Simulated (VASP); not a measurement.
Here is a VASP 6.6.1 calculation.

The input INCAR:

```
ALGO = Normal
DIPOL = 0.5 0.5 0.508
EDIFF = 1E-6
ENCUT = 520
GGA = PE
IDIPOL = 3
ISIF = 2
ISMEAR = 0
LASPH = T
LCHARG = T
LDIPOL = T
LELF = T
LREAL = F
LVACPOTAV = T
LVHAR = T
LWAVE = F
NBANDS = 31
NELM = 80
PREC = Accurate
SIGMA = 0.05
```

The input KPOINTS:

```
k-points
0
Gamma
  12 12 1
```

POSCAR

```
BN
1.0
    2.5039917040      0.0000000000      0.0000000000
   -1.2519958520      2.1685204265      0.0000000000
    0.0000000000      0.0000000000     33.3224002434
B N
5 5
Direct
    0.6666666667      0.3333333333      0.3000984301
    0.3333333333      0.6666666667      0.4000492150
    0.6666666667      0.3333333333      0.5058699629
    0.3333333333      0.6666666667      0.6123966709
    0.6666666667      0.3333333333      0.7231460341
    0.3333333333      0.6666666667      0.3000984301
    0.6666666667      0.3333333333      0.4000492150
    0.3333333333      0.6666666667      0.5058511766
    0.6666666667      0.3333333333      0.6124005215
    0.3333333333      0.6666666667      0.7231816415
```

Potentials or basis: VASP PAW PBE potentials, release 64 (B, N).

Run with:

```sh
$ cat potpaw_PBE.64/B/POTCAR potpaw_PBE.64/N/POTCAR > POTCAR
$ mpirun -np 1 vasp_std > vasp.out
```

Problem. What does it give for the band gap on the k mesh?

Solution. 4.37 eV (least direct gap 4.65 eV).

Problem. What does it give for the largest force?

Solution. 0.066 eV/Å.

Forces on the atoms (eV/Å):
```
B    0.000  0.000 -0.031
B    0.000  0.000  0.016
B    0.000  0.000 -0.008
B    0.000  0.000  0.008
B    0.000  0.000  0.024
N    0.000  0.000 -0.066
N    0.000  0.000  0.032
N    0.000  0.000  0.012
N    0.000  0.000  0.011
N    0.000  0.000  0.002
```
